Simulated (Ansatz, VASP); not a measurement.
Zr in VASP and in Ansatz

The input INCAR:

```
SYSTEM = Zr
PREC = Accurate
ENCUT = 520
EDIFF = 1E-7
ISMEAR = 0
SIGMA = 0.15
LREAL = .FALSE.
LASPH = .TRUE.
NELM = 80
ALGO = Fast
ISIF = 2
LWAVE = .FALSE.
LCHARG = .FALSE.
GGA = PS
NBANDS = 19
```

File KPOINTS:

```
regular mesh
0
G
  18 18 10
  0 0 0
```

POSCAR

```
Zr
1.0
    3.2319982225      0.0000000000      0.0000000000
   -1.6159991112      2.7989925657      0.0000000000
    0.0000000000      0.0000000000      5.1470000000
Zr
2
Direct
    0.3333333333      0.6666666667      0.2500000000
    0.6666666667      0.3333333333      0.7500000000
```

Input for Ansatz:

```yaml
crystal:
  lattice:
    - [3.2319982225, 0.0, 0.0]
    - [-1.6159991112, 2.7989925657, 0.0]
    - [0.0, 0.0, 5.147]
  atoms:
    - { symbol: Zr, position: [0.3333333333, 0.6666666667, 0.25] }
    - { symbol: Zr, position: [0.6666666667, 0.3333333333, 0.75] }
basis:
  ecutwfc: 420
kpoints:
  mp_grid: { grid: [18, 18, 10] }
hamiltonian:
  xc: pbesol
scf:
  occupations: { method: gaussian, width: 0.15 }
output:
  forces: true
  stress: true
  eigenvalues: true
```

Alike in both runs: task single point; functional PBEsol; k mesh 18 × 18 × 10; occupations gaussian, width 0.15 eV; no spin polarisation.

|  | VASP | Ansatz |
| --- | --- | --- |
| version | VASP 6.6.1 | Ansatz 0.2.0 |
| potentials or method | VASP PAW PBE potentials, release 64 (Zr_sv), cutoff 520 eV | scalar-relativistic, plane waves, PAW |
| valence electrons in the cell | 24 | 24 |

```csv
,VASP,Ansatz,Ansatz less VASP
gap on the k mesh at the Fermi level (eV),none,none,-
pressure (GPa),-3.3,-3.3,-0.05
"traceless stress, the component that is largest in VASP (GPa)",0.30,0.30,-0.001
```

VASP's potentials were made for PBE, not for PBEsol. A gap of «none» marks a metal or a gap that the smearing closes. With one functional, cell and mesh, what is left measures potentials, basis and numerics.
